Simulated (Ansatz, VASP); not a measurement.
**AlRu in VASP and in Ansatz**

```
Al Ru
1.0
     2.98321    0.00000    0.00000
     0.00000    2.98321    0.00000
     0.00000    0.00000    2.98321
Al Ru
1 1
Direct
  0.00000 0.00000 0.00000
  0.50000 0.50000 0.50000
```

Alike in both runs: functional r2SCAN; k mesh 16 × 16 × 16; occupations fermi-dirac, width 0.1 eV; no spin polarisation.

Ansatz relaxed the structure, and its values are those at the end. VASP's run is a single point on that final structure, the one shown.

```csv
,VASP,Ansatz
version,VASP 6.6.1,Ansatz 0.2.0
potentials or method,"VASP PAW PBE potentials, release 64 (Al, Ru_pv)","PAW with Ansatz's default frozen-core files, scalar-relativistic"
plane-wave cutoff (eV),520,500
valence electrons in the cell,17,19
```

|  | VASP | Ansatz | Ansatz less VASP |
| --- | --- | --- | --- |
| pressure (GPa) | 0.1 | 0.0 | -0.14 |

VASP's potentials were made for PBE, not for r2SCAN. The functional is the same, so the differences come from potentials, cutoffs and numerics. VASP's potentials hold 17 valence electrons a cell and Ansatz's 19, so a difference there can come from the potentials and not from the codes.
